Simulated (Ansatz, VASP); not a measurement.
Two plane-wave programs on Ge

File INCAR:

```
ALGO     = Normal         # electronic algorithm
EDIFF    = 1E-6           # SCF threshold, eV
ENCUT    = 520            # plane-wave cutoff, eV
GGA      = PS             # functional
ISIF     = 2              # what is computed and relaxed
ISMEAR   = 0              # smearing method
LASPH    = True           # aspherical terms in the spheres
LCHARG   = True           # write CHGCAR
LELF     = True           # ELF
LREAL    = False          # projectors in reciprocal space
LVHAR    = True         
LWAVE    = False          # write WAVECAR
NBANDS   = 21             # bands
NELM     = 80             # most SCF steps
PREC     = Accurate       # precision mode
SIGMA    = 0.15           # smearing width, eV
```

The input KPOINTS:

```
k-points
0
Gamma
  18 18 10
```

The input POSCAR:

```
Ge
1.0
    1.5029334543     -2.6206365061      0.0000000000
    1.5029334543      2.6206365061      0.0000000000
    0.0000000000      0.0000000000      4.7275957900
Ge
2
Direct
    0.6665533700      0.3334466300      0.2500000000
    0.3334466300      0.6665533700      0.7500000000
```

Input for Ansatz:

```yaml
crystal:
  lattice:
    - [1.5029334543, -2.6206365061, 0.0]
    - [1.5029334543, 2.6206365061, 0.0]
    - [0.0, 0.0, 4.72759579]
  atoms:
    - { symbol: Ge, position: [0.66655337, 0.33344663, 0.25] }
    - { symbol: Ge, position: [0.33344663, 0.66655337, 0.75] }
basis:
  ecutwfc: 420
kpoints:
  mp_grid: { grid: [18, 18, 10] }
hamiltonian:
  xc: pbesol
scf:
  occupations: { method: gaussian, width: 0.15 }
output:
  forces: true
  stress: true
  eigenvalues: true
```

Change from the starting cell: strain +0.0100 x Voigt [1, 1, 0, 0, 0, 0], atoms carried along.

Alike in both runs: task single point; functional PBEsol; k mesh 18 × 18 × 10; occupations gaussian, width 0.15 eV; no spin polarisation.

```csv
,VASP,Ansatz
version,VASP 6.6.1,Ansatz 0.2.0
potentials or method,"VASP PAW PBE potentials, release 64 (Ge_d), cutoff 520 eV","scalar-relativistic, plane waves, PAW"
valence electrons in the cell,28,28
```

|  | VASP | Ansatz | Ansatz less VASP |
| --- | --- | --- | --- |
| gap on the k mesh at the Fermi level (eV) | none | none | - |
| pressure (GPa) | -1.0 | -1.0 | -0.04 |
| traceless stress, the component that is largest in VASP (GPa) | 0.34 | 0.34 | +0.003 |

VASP's potentials were made for PBE, not for PBEsol. A gap of «none» marks a metal or a gap that the smearing closes. The functional is the same, so the differences come from potentials, cutoffs and numerics.
